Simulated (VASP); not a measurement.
TaRu2:

```
Ta Ru
1.0
    -1.53616    1.53616    4.60847
     1.53616   -1.53616    4.60847
     1.53616    1.53616   -4.60847
Ta Ru
1 2
Cartesian
  0.0000 0.0000 4.6085
  0.0000 0.0000 7.6808
  0.0000 0.0000 1.5362
```

| Property | Result |
| --- | --- |
| Program | VASP 6.6.1 |
| Task | relaxation of cell and atoms |
| Functional | PBE |
| Potentials or basis | VASP PAW PBE potentials, release 64 (Ta_pv, Ru_pv) |
| Cutoff | 600 eV |
| k mesh | 8 × 8 × 8 |
| Occupations | gaussian, width 0.1 eV |
| Spin | no spin polarisation |

At the start: pressure 20.0 GPa; volume 14.50 Å³/atom.

Where does the relaxation end?

Over 10 steps the energy falls by 153.5 meV/atom and the volume is 15.66 Å³/atom (+8.0 %); space group I4/mmm (No. 139, to 0.1 Å) before and after.

Step by step:
```tsv
step	energy change (eV)	largest force (eV/Å)	pressure (GPa)	volume (Å³)
1	0.0000	2.0254	19.95	43.50
2	0.5597	1.1470	-30.10	55.89
3	-0.3070	1.6401	-5.70	47.64
4	-0.3083	1.6675	-4.40	47.37
5	-0.4536	0.2112	0.33	46.95
6	-0.4552	0.0184	-0.24	46.99
7	-0.4596	0.0070	0.72	46.84
8	-0.4598	0.0055	0.93	46.81
9	-0.4584	0.0866	-1.60	47.29
10	-0.4604	0.0270	0.03	46.98
```

Final structure:
```yaml
crystal:
  lattice:
    - [-1.56598, 1.56598, 4.78891]
    - [1.56598, -1.56598, 4.78891]
    - [1.56598, 1.56598, -4.78891]
  atoms:
    - { symbol: Ta, position: [0.50000, 0.50000, 0.00000] }
    - { symbol: Ru, position: [0.84580, 0.84580, 0.00000] }
    - { symbol: Ru, position: [0.15420, 0.15420, 0.00000] }
```
